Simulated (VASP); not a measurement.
# HoCoN2: single point with PBE

HoCoN2:

```xyz
4
Lattice="-1.9017 1.9017 3.9236 1.9017 -1.9017 3.9236 1.9017 1.9017 -3.9236" Properties=species:S:1:pos:R:3 pbc="T T T"
Ho    0.0000    0.0000    6.3657
Co    0.0000    0.0000    1.2636
N     1.9017    0.0000    1.2943
N     0.0000    1.9017    1.2943
```

The cell was generated, and may not be a known phase.

```
Program             : VASP 6.6.1
Task                : single point
Functional          : PBE
Potentials or basis : VASP PAW PBE potentials, release 64 (Ho, Co, N)
Cutoff              : 600 eV
k mesh              : 6 × 6 × 6
Occupations         : gaussian, width 0.1 eV
Spin                : collinear spin, ferromagnetic start
Starting moments    : [0.0, 0.82, 0.2, 0.2] μB
```

- Pressure: -0.7 GPa
- Largest force: 0.482 eV/Å
- Net moment: 4.84 μB per cell
- Site moments: Ho +3.78; Co +0.55; N +0.16 μB
- Valence electrons inside the program's atomic spheres: Ho 18.65; Co 8.46; N 3.65

Forces on the atoms (eV/Å):
```
Ho   0.000  0.000 -0.482
Co   0.000  0.000 -0.020
N    0.000  0.000  0.251
N    0.000  0.000  0.251
```

Levels at points of the mesh, in eV from the Fermi level:
Spin up:
| k point | band 20 | band 21 | band 22 | band 23 | band 24 | band 25 | band 26 | band 27 |
| --- | --- | --- | --- | --- | --- | --- | --- | --- |
| (0.00, 0.00, 0.00) | -1.87 | -1.87 | -0.55 | -0.55 | -0.47 | 2.68 | 5.52 | 5.75 |
| (0.50, 0.00, 0.00) | -1.75 | -1.63 | -0.33 | 0.12 | 1.13 | 3.15 | 4.79 | 5.46 |
| (0.50, 0.50, 0.00) | -0.65 | -0.21 | 0.49 | 0.61 | 2.09 | 3.82 | 4.66 | 4.72 |
| (0.50, 0.50, 0.50) | -1.74 | -1.69 | -0.75 | -0.75 | -0.42 | 3.84 | 5.08 | 5.57 |
Spin down:
| k point | band 15 | band 16 | band 17 | band 18 | band 19 | band 20 | band 21 | band 22 |
| --- | --- | --- | --- | --- | --- | --- | --- | --- |
| (0.00, 0.00, 0.00) | -0.86 | -0.86 | -0.29 | -0.29 | -0.24 | 0.49 | 0.51 | 0.51 |
| (0.50, 0.00, 0.00) | -0.52 | -0.44 | -0.07 | -0.01 | 0.49 | 0.53 | 0.63 | 0.75 |
| (0.50, 0.50, 0.00) | -0.44 | -0.13 | -0.10 | 0.47 | 0.74 | 1.08 | 1.08 | 1.09 |
| (0.50, 0.50, 0.50) | -0.93 | -0.93 | -0.32 | -0.32 | -0.10 | 0.42 | 0.44 | 0.44 |

Run time: 15 min on 1 thread of Intel Xeon 8259CL (shared host), peak memory 0.38 GiB.

Caveat: the magnetic or orbital state may not be the lowest; spin-orbit coupling is left out, which moves the levels of the heavy elements; a cell with one magnetic atom can't hold antiferromagnetic order, which such compounds often take; semilocal functionals describe open f shells poorly, which spoils levels, moments and volumes. With open d or f shells a metallic result of PBE can be an artefact of self-interaction; +U or a hybrid may open a gap.
